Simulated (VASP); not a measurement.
# Rh in VASP: notebook

The runs below take Rh through single point, with r2SCAN.

Everything below comes from runs of VASP 6.6.1. Logs are shortened: lines on timing, memory, paths and dates and some standing lists are left out, and cuts for length are marked.

## (1) The cell of the first run

Symmetry: Fm-3m, No. 225, cubic system. The conventional cell has a = 3.860 Å, b = 3.860 Å, c = 3.860 Å, α = 90.00°, β = 90.00°, γ = 90.00°. Within 3.6 Å of Rh (site symmetry m-3m) lie 12 Rh at 2.73 Å.

## (2) Single point, r2SCAN (strain +0.015 along x and y, +0.015 along z)

The input, POSCAR:

```
Rh
1.0
    0.0000000000      1.9300732500      1.9300732500
    1.9300732500      0.0000000000      1.9300732500
    1.9300732500      1.9300732500      0.0000000000
Rh
1
Direct
    0.0000000000      0.0000000000      0.0000000000
```

The input, INCAR.step1:

```
SYSTEM = Rh
  PREC = Accurate
  ENCUT = 580
  ISMEAR = 0
  SIGMA = 0.15
  LREAL = .False.
  LASPH = .True.
  NELM = 120
  NBANDS = 14
  GGA = PE
  ALGO = Normal
  EDIFF = 1E-5
  LWAVE = .True.
  LCHARG = .False.
  GGA_COMPAT = .False.
```

The input, INCAR.step2:

```
SYSTEM = Rh
  PREC = Accurate
  ENCUT = 580
  EDIFF = 1E-6
  ISMEAR = 0
  SIGMA = 0.15
  LREAL = .False.
  LASPH = .True.
  NELM = 120
  ALGO = Normal
  ISIF = 2
  LWAVE = .False.
  LCHARG = .False.
  METAGGA = R2SCAN
  LMIXTAU = .True.
  NBANDS = 14
  ISTART = 1
  GGA_COMPAT = .False.
```

The input, KPOINTS:

```
regular mesh
0
Gamma
  22 22 22
  0 0 0
```

Potentials or basis: VASP PAW PBE potentials, release 64 (Rh_sv_GW).

On the command line:

```
cat potpaw_PBE.64/Rh_sv_GW/POTCAR > POTCAR
cp INCAR.step1 INCAR
mpirun -np 1 vasp_std > vasp.out
cp INCAR.step2 INCAR
mpirun -np 1 vasp_std > vasp.out
```

OUTCAR:

```text
SYSTEM = Rh
   PREC = Accurate
   ENCUT = 580
   EDIFF = 1E-6
   ISMEAR = 0
   LREAL = .False.
   LASPH = .True.
   NELM = 120
   ISIF = 2
   METAGGA = R2SCAN
   ISTART = 1

 ion  position               nearest neighbor table
   1  0.000  0.000  0.000-

  LATTYP: Found a face centered cubic cell.
 ALAT       =     3.8601465000

  Lattice vectors:

 A1 = (   0.0000000000,   1.9300732500,   1.9300732500)
 A2 = (   1.9300732500,   0.0000000000,   1.9300732500)
 A3 = (   1.9300732500,   1.9300732500,   0.0000000000)

Analysis of symmetry for initial positions (statically):
=====================================================================
 Subroutine PRICEL returns:
 Original cell was already a primitive cell.

 Routine SETGRP: Setting up the symmetry group for a
 face centered cubic supercell.

 Subroutine GETGRP returns: Found 48 space group operations
 (whereof 48 operations were pure point group operations)
 out of a pool of 48 trial point group operations.

The static configuration has the point symmetry O_h .

Analysis of symmetry for dynamics (positions and initial velocities):
=====================================================================
 Subroutine PRICEL returns:
 Original cell was already a primitive cell.

 Routine SETGRP: Setting up the symmetry group for a
 face centered cubic supercell.

 Subroutine GETGRP returns: Found 48 space group operations
 (whereof 48 operations were pure point group operations)
 out of a pool of 48 trial point group operations.

The dynamic configuration has the point symmetry O_h .

 Subroutine INISYM returns: Found 48 space group operations
 (whereof 48 operations are pure point group operations),
 and found     1 'primitive' translations

----------------------------------------------------------------------------------------

                                     Primitive cell

  volume of cell :      14.3798

  direct lattice vectors                    reciprocal lattice vectors
     0.000000000  1.930073250  1.930073250    -0.259057525  0.259057525  0.259057525
     1.930073250  0.000000000  1.930073250     0.259057525 -0.259057525  0.259057525
     1.930073250  1.930073250  0.000000000     0.259057525  0.259057525 -0.259057525

  length of vectors
     2.729535767  2.729535767  2.729535767     0.448700796  0.448700796  0.448700796

  position of ions in fractional coordinates (direct lattice)
     0.000000000  0.000000000  0.000000000

  ion indices of the primitive-cell ions
   primitive index   ion index
                 1           1

----------------------------------------------------------------------------------------

 KPOINTS: regular mesh

Automatic generation of k-mesh.
 Grid dimensions read from file:
 generate k-points for:   22   22   22

 Generating k-lattice:

  Cartesian coordinates                     Fractional coordinates (reciprocal lattice)
    -0.011775342  0.011775342  0.011775342     0.045454545  0.000000000  0.000000000
     0.011775342 -0.011775342  0.011775342     0.000000000  0.045454545  0.000000000
     0.011775342  0.011775342 -0.011775342     0.000000000  0.000000000  0.045454545

  Length of vectors
     0.020395491  0.020395491  0.020395491

  Shift w.r.t. Gamma in fractional coordinates (k-lattice)
     0.000000000  0.000000000  0.000000000

 Subroutine IBZKPT returns following result:
 ===========================================

 Found    328 irreducible k-points:

 Following reciprocal coordinates:
            Coordinates               Weight
  0.000000  0.000000  0.000000      1.000000
  0.045455  0.000000  0.000000      8.000000
  0.090909  0.000000  0.000000      8.000000
  0.136364  0.000000  0.000000      8.000000
  0.181818  0.000000  0.000000      8.000000
  0.227273  0.000000  0.000000      8.000000
[... 16 lines left out ...]
  0.500000  0.045455  0.000000     24.000000
 -0.454545  0.045455  0.000000     24.000000
 [... further k-points ...]
   k-points           NKPTS =    328   k-points in BZ     NKDIM =    328   number of bands    NBANDS=     14
   number of dos      NEDOS =    301   number of ions     NIONS =      1
   total plane-waves  NPLWV =  13824
   dimension x,y,z NGX =    24 NGY =   24 NGZ =   24
   dimension x,y,z NGXF=    48 NGYF=   48 NGZF=   48
   ions per type =               1
   NGX,Y,Z   is equivalent  to a cutoff of  14.62, 14.62, 14.62 a.u.
   NGXF,Y,Z  is equivalent  to a cutoff of  29.24, 29.24, 29.24 a.u.
 SYSTEM =  Rh
   PREC   = accura    normal or accurate (medium, high low for compatibility)
   ISTART =      1    job   : 0-new  1-cont  2-samecut
   ICHARG =      0    charge: 1-file 2-atom 10-const
   ISPIN  =      1    spin polarized calculation?
   LNONCOLLINEAR =      F non collinear calculations
   LSORBIT =      F    spin-orbit coupling
   LASPH  =      T    aspherical Exc in radial PAW
   ENCUT  =  580.0 eV  42.63 Ry    6.53 a.u.   5.36  5.36  5.36*2*pi/ulx,y,z
   NELM   =    120;   NELMIN=  2; NELMDL=  0     # of ELM steps
   EDIFF  = 0.1E-05   stopping-criterion for ELM
   LREAL  =      F    real-space projection
   EDIFFG = 0.1E-04   stopping-criterion for IOM
   NSW    =      0    number of steps for IOM
   IBRION =     -1    ionic relax: 0-MD 1-quasi-New 2-CG
   NFREE  =      0    steps in history (QN), initial steepest desc. (CG)
   ISIF   =      2    stress and relaxation
   ISYM   =      2    0-nonsym 1-usesym 2-fastsym
   POTIM  = 0.5000    time-step for ionic-motion
   TEBEG  =    0.0;   TEEND  =   0.0 temperature during run
   PSTRESS=    0.0 pullay stress
   NELECT =      17.0000    total number of electrons
   NUPDOWN=      -1.0000    fix difference up-down
   EMIN   =  10.00;   EMAX   =-10.00  energy-range for DOS
   EFERMI =   0.00;   METHOD = LEGACY
   ISMEAR =     0;   SIGMA  =   0.15  broadening in eV -4-tet -1-fermi 0-gaus
   EFERMI_NEDOS =   21; number of points for ismear=-14 and -15
   IALGO  =     38    algorithm
   IMIX   =      4    mixing-type and parameters
     AMIX     =   0.40;   BMIX     =  1.00
     AMIX_MAG =   1.60;   BMIX_MAG =  1.00
  volume/ion in A,a.u.               =      14.38        97.04
  Fermi-wavevector in a.u.,A,eV,Ry     =   1.731041  3.271193 40.769896  2.996503
  Thomas-Fermi vector in A             =   2.805483
   LORBIT       =      0    0 simple, 1 ext, 2 COOP (PROOUT), +10 PAW based schemes
   METAGGA = R2SCAN    functional components
   LHFCALC =     F    Hartree Fock is set to
   AEXX    =    0.0000 exact exchange contribution
   IVDW    =     0    specifies the selected vdW correction
   LEPSILON=     F    determine dielectric tensor
   LRPA    =     F    only Hartree local field effects (RPA)
 non-spin polarized calculation
 Gauss-broadening in eV      SIGMA  =   0.15
  energy-cutoff  :      580.00
  volume of cell :       14.38
 maximum number of plane-waves:       471
 NGX is ok and might be reduce to    24
   NGX = 11   NGY = 11   NGZ = 11

 number of electron      16.9999996 magnetization

 Free energy of the ion-electron system (eV)
  ---------------------------------------------------
  ext. energy  EPLUGINS =         0.00000000
  ---------------------------------------------------
  free energy    TOTEN  =       -23.26430975 eV

  energy without entropy =      -23.24863090  energy(sigma->0) =      -23.25647032

 E-fermi :   9.9231     XC(G=0): -14.9368

 val. band max:        9.9215913849   @ k =  -0.4545   0.3636   0.1818
 cond. band min:       9.9235876430   @ k =   0.4091   0.1364   0.0455
 fundamental gap:      0.0019962581
 Fermi energy:         9.9231209822

 k-point     1 :       0.0000    0.0000    0.0000
  band No.  band energies     occupation
      1     -71.0991      2.00000
      2     -37.7863      2.00000
      3     -37.7863      2.00000
      4     -37.7863      2.00000
      5       2.1170      2.00000
      6       6.9806      2.00000
      7       6.9806      2.00000
      8       6.9806      2.00000
      9       8.9252      2.00000
     10       8.9252      2.00000
     11      26.4371      0.00000
     12      31.8416      0.00000
     13      31.8416      0.00000
     14      31.8416      0.00000

 k-point     2 :       0.0455    0.0000    0.0000
  band No.  band energies     occupation
      1     -71.0971      2.00000
      2     -37.8002      2.00000
      3     -37.7882      2.00000
      4     -37.7881      2.00000
      5       2.2005      2.00000
      6       6.9442      2.00000
      7       7.0128      2.00000
      8       7.0128      2.00000
      9       8.9076      2.00000
     10       8.9076      2.00000
     11      26.5522      0.00000
     12      31.3832      0.00000
     13      31.9582      0.00000
     14      31.9582      0.00000

 k-point     3 :       0.0909    0.0000    0.0000
  band No.  band energies     occupation
      1     -71.0912      2.00000
      2     -37.8410      2.00000
      3     -37.7937      2.00000
      4     -37.7937      2.00000
      5       2.4440      2.00000
      6       6.8469      2.00000
      7       7.1012      2.00000
      8       7.1012      2.00000
      9       8.8648      2.00000
     10       8.8648      2.00000
     11      26.8704      0.00000
     12      30.3173      0.00000
     13      32.3000      0.00000
     14      32.3000      0.00000
[... 324 lines left out ...]
 k-point    23 :       0.5000    0.0455    0.0000
  band No.  band energies     occupation
      1     -70.9974      2.00000
      2     -38.4490      2.00000
      3     -37.8880      2.00000
      4     -37.8830      2.00000
      5       4.0502      2.00000
      6       6.8223      2.00000
      7       6.9327      2.00000
      8       9.7781      1.82838
      9      10.4747      0.00000
     10      11.5773      0.00000
     11      18.5978      0.00000
     12      26.1386      0.00000
     13      31.3425      0.00000
     14      31.4030      0.00000

 k-point    24 :      -0.4545    0.0455    0.0000
  band No.  band energies     occupation
      1     -70.9981      2.00000
      2     -38.4447      2.00000
      3     -37.8899      2.00000
      4     -37.8799      2.00000
      5       4.0575      2.00000
      6       6.8378      2.00000
      7       6.9318      2.00000
      8       9.7670      1.85903
      9      10.3836      0.00001
     10      11.5135      0.00000
     11      18.7480      0.00000
     12      26.1666      0.00000
     13      31.2077      0.00000
     14      31.6636      0.00000

 [... further k-points ...]

------------------------ aborting loop because EDIFF is reached ----------------------------------------

  FORCE on cell =-STRESS in cart. coord.  units (eV):
  Direction    XX          YY          ZZ          XY          YZ          ZX
  --------------------------------------------------------------------------------------
  -------------------------------------------------------------------------------------
  Total       -1.1811904     -1.1811904     -1.1811904      0.0000000      0.0000000     -0.0000000
  in kB     -131.6070433   -131.6070433   -131.6070433      0.0000000      0.0000000     -0.0000000
  external PRESSURE =    -131.6070433 kB  Pullay stress =       0.0000000 kB

 VOLUME and BASIS-vectors are now :
 -----------------------------------------------------------------------------
  energy-cutoff  :      580.00
  volume of cell :       14.38
      direct lattice vectors                 reciprocal lattice vectors
     0.000000000  1.930073250  1.930073250    -0.259057525  0.259057525  0.259057525
     1.930073250  0.000000000  1.930073250     0.259057525 -0.259057525  0.259057525
     1.930073250  1.930073250  0.000000000     0.259057525  0.259057525 -0.259057525

 POSITION                                       TOTAL-FORCE (eV/Angst)
 -----------------------------------------------------------------------------------
      0.00000      0.00000      0.00000         0.000000      0.000000      0.000000
 -----------------------------------------------------------------------------------
    total drift:                                0.000000      0.000000      0.000000

  FREE ENERGIE OF THE ION-ELECTRON SYSTEM (eV)
  ---------------------------------------------------
  free  energy   TOTEN  =       -23.2643097462 eV

  energy  without entropy=      -23.2486308964  energy(sigma->0) =      -23.25647032
```

Run time: 3.2 min. Hardware: 1 thread of Intel Xeon Platinum 8259CL at 2.50GHz (Skylake/Cascade Lake), shared host; peak memory 0.23 GiB.

What came out:

* Free energy: -23.2643 eV
* Pressure: -13.2 GPa
* Band gap on the k mesh: zero (an odd number of electrons rules out a gap without spin polarisation)

Levels at points of the mesh, in eV from the Fermi level:
| k point | band 4 | band 5 | band 6 | band 7 | band 8 | band 9 | band 10 | band 11 | band 12 | band 13 |
| --- | --- | --- | --- | --- | --- | --- | --- | --- | --- | --- |
| (0.00, 0.00, 0.00) | -47.71 | -7.81 | -2.94 | -2.94 | -2.94 | -1.00 | -1.00 | 16.51 | 21.92 | 21.92 |
| (0.50, 0.00, 0.00) | -47.80 | -5.93 | -3.05 | -3.05 | 0.55 | 0.55 | 0.97 | 8.64 | 16.11 | 21.62 |
| (0.50, 0.50, 0.00) | -47.96 | -6.10 | -5.75 | 0.47 | 0.97 | 0.97 | 3.43 | 12.31 | 13.70 | 13.70 |

Caveat: the cell differs from its parent crystal (strain +0.015 along x and y, +0.015 along z); the cell stands under tension; the PAW data sets were made with another functional, which shifts forces and pressure a little.

## (3) Single point, r2SCAN (strain +0.015 along x and y, -0.030 along z)

The input, POSCAR:

```
Rh
1.0
    0.0000000000      1.9300732500      1.8445035000
    1.9300732500      0.0000000000      1.8445035000
    1.9300732500      1.9300732500      0.0000000000
Rh
1
Direct
    0.0000000000      0.0000000000      0.0000000000
```

The input, INCAR.step1:

```
SYSTEM = Rh
PREC = Accurate ; ENCUT = 520
ISMEAR = 0 ; SIGMA = 0.15
LREAL = .False. ; LASPH = .True.
NELM = 80 ; NBANDS = 14
GGA = PE ; ALGO = Normal
EDIFF = 1E-4 ; LWAVE = .True.
LCHARG = .False.
```

The input, INCAR.step2:

```
SYSTEM = Rh
PREC = Accurate ; ENCUT = 520
EDIFF = 1E-7 ; ISMEAR = 0
SIGMA = 0.15 ; LREAL = .False.
LASPH = .True. ; NELM = 80
ALGO = Normal ; ISIF = 2
LWAVE = .False. ; LCHARG = .False.
METAGGA = R2SCAN ; LMIXTAU = .True.
NBANDS = 14 ; ISTART = 1
```

The input, KPOINTS:

```
Automatic mesh
0
Gamma
  22 22 22
  0 0 0
```

Potentials or basis: VASP PAW PBE potentials, release 64 (Rh_pv).

On the command line:

```
cat potpaw_PBE.64/Rh_pv/POTCAR > POTCAR
cp INCAR.step1 INCAR
mpirun -np 1 vasp_std > vasp.out
cp INCAR.step2 INCAR
mpirun -np 1 vasp_std > vasp.out
```

Run time: 13 min. Hardware: 1 thread of Intel Xeon 8259CL, shared host; peak memory 0.25 GiB.

The run converged. Its results:

- Free energy: -24.1305 eV
- Pressure: 1.1 GPa
- Band gap on the k mesh: zero (an odd number of electrons rules out a gap without spin polarisation)

Stress tensor (GPa, compression positive):
```
-2.48  0.00  0.00
 0.00 -2.48  0.00
 0.00  0.00  8.17
```

Levels at points of the mesh, in eV from the Fermi level:
```tsv
k point	band 3	band 4	band 5	band 6	band 7	band 8	band 9	band 10	band 11	band 12
(0.00, 0.00, 0.00)	-47.76	-8.17	-3.31	-3.31	-2.83	-1.37	-0.78	16.76	17.40	22.00
(0.50, 0.00, 0.00)	-47.85	-6.33	-3.54	-3.00	0.46	0.73	0.92	9.12	16.24	17.40
(0.50, 0.50, 0.00)	-48.11	-6.55	-6.20	0.51	1.08	1.08	4.19	13.45	13.45	13.78
(0.50, 0.00, 0.50)	-48.01	-6.53	-6.13	0.52	0.83	1.25	3.16	12.46	14.06	14.60
```

Caveat: the cell differs from its parent crystal (strain +0.015 along x and y, -0.030 along z); an empty level that is flat over the whole mesh can mark a ghost state of the potentials, or a narrow d or f band; the PAW data sets were made with another functional, which shifts forces and pressure a little.
